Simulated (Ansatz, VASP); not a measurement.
**TePb: VASP beside Ansatz**

Contents of POSCAR:

```
TePb
1.0
    0.0000000000      3.2678368418      3.2678368418
    3.2678368418      0.0000000000      3.2678368418
    3.2678368418      3.2678368418      0.0000000000
Pb Te
1 1
Direct
    0.0000000000      0.0000000000      0.0000000000
    0.5000000000      0.5000000000      0.5000000000
```

Contents of INCAR.step1:

```
PREC = Accurate
ENCUT = 520
EDIFF = 1E-5
ISMEAR = 0
SIGMA = 0.01
LREAL = False
LASPH = True
NELM = 60
ALGO = Normal
ISIF = 2
LWAVE = True
GGA = PE
NBANDS = 17
```

Contents of INCAR.step2:

```
PREC = Accurate
ENCUT = 520
EDIFF = 1E-7
ISMEAR = 0
SIGMA = 0.01
LREAL = False
LASPH = True
NELM = 60
ALGO = Normal
ISIF = 2
LWAVE = False
LCHARG = True
GGA = PE
LHFCALC = True
HFSCREEN = 0.2079
PRECFOCK = Normal
LELF = True
LVHAR = True
ISTART = 1
NBANDS = 17
```

File KPOINTS:

```
Automatic mesh
0
Gamma
  4 4 4
```

Input for Ansatz:

```yaml
crystal:
  lattice:
    - [0.0, 3.2678368418, 3.2678368418]
    - [3.2678368418, 0.0, 3.2678368418]
    - [3.2678368418, 3.2678368418, 0.0]
  atoms:
    - { symbol: Pb, position: [0.0, 0.0, 0.0] }
    - { symbol: Te, position: [0.5, 0.5, 0.5] }
kpoints:
  mp_grid: { grid: [4, 4, 4] }
hamiltonian:
  xc: hse06
scf:
  occupations: { method: fixed }
  n_extra_bands: 4
output:
  forces: true
  stress: true
  eigenvalues: true
```

Alike in both runs: task single point; functional HSE06; k mesh 4 × 4 × 4; no spin polarisation.

|  | VASP | Ansatz |
| --- | --- | --- |
| version | VASP 6.6.1 | Ansatz 0.2.0 |
| potentials or method | VASP PAW PBE potentials, release 64 (Pb_d, Te) | plane waves, PAW |
| plane-wave cutoff (eV) | 520 | 420 |
| occupations | gaussian, width 0.01 eV | fixed |
| valence electrons in the cell | 20 | 30 |

Ansatz gave:

* gap on the k mesh at the Fermi level (eV): 1.20
* pressure (GPa): -0.3

**Question.** Which values does VASP return?

**Answer.** gap on the k mesh at the Fermi level (eV): 1.17; pressure (GPa): -0.5.

VASP's potentials hold 20 valence electrons a cell and Ansatz's 30, so a difference there can come from the potentials and not from the codes. Ansatz's warnings: stress exchange threshold loose, stress scf threshold loose.

Neither program's run includes spin-orbit coupling.
